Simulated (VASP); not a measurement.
Cd, 1 atom in the cell. Symmetry: Pm-3m, No. 221, cubic system. The conventional cell has a = 2.979 Å, b = 2.979 Å, c = 2.979 Å, α = 90.00°, β = 90.00°, γ = 90.00°. Cd (site symmetry m-3m) has 6 Cd at 2.98 Å within 3.9 Å. This isn't the form of Cd at room conditions, which is hcp.

| Quantity | Value |
| --- | --- |
| Program | VASP 6.6.1 |
| Task | single point |
| Functional | PBEsol |
| Potentials or basis | VASP PAW PBE potentials, release 64 (Cd) |
| Cutoff | 520 eV |
| k mesh | 12 × 12 × 12 |
| Occupations | fermi-dirac, width 0.1 eV |
| Spin | no spin polarisation |
| Dipole correction | no |
| Further INCAR settings | ALGO = Normal; EDIFF = 1e-07; NBANDS = 12 |

Potentials or basis: VASP PAW PBE potentials, release 64 (Cd).

Command:

```sh
$ cat potpaw_PBE.64/Cd/POTCAR > POTCAR
$ mpirun -np 1 vasp_std > vasp.out
```

Hardware: 1 thread of Intel(R) Xeon(R) Platinum 8488C (Sapphire Rapids), on a shared host.

**Question.** How long does it take, and how much memory?

**Answer.** Run time: 7.9 s on 1 thread of Intel(R) Xeon(R) Platinum 8488C (Sapphire Rapids), with other jobs on the host, peak memory 0.15 GiB. Counts: scf iterations 11, k points 84.
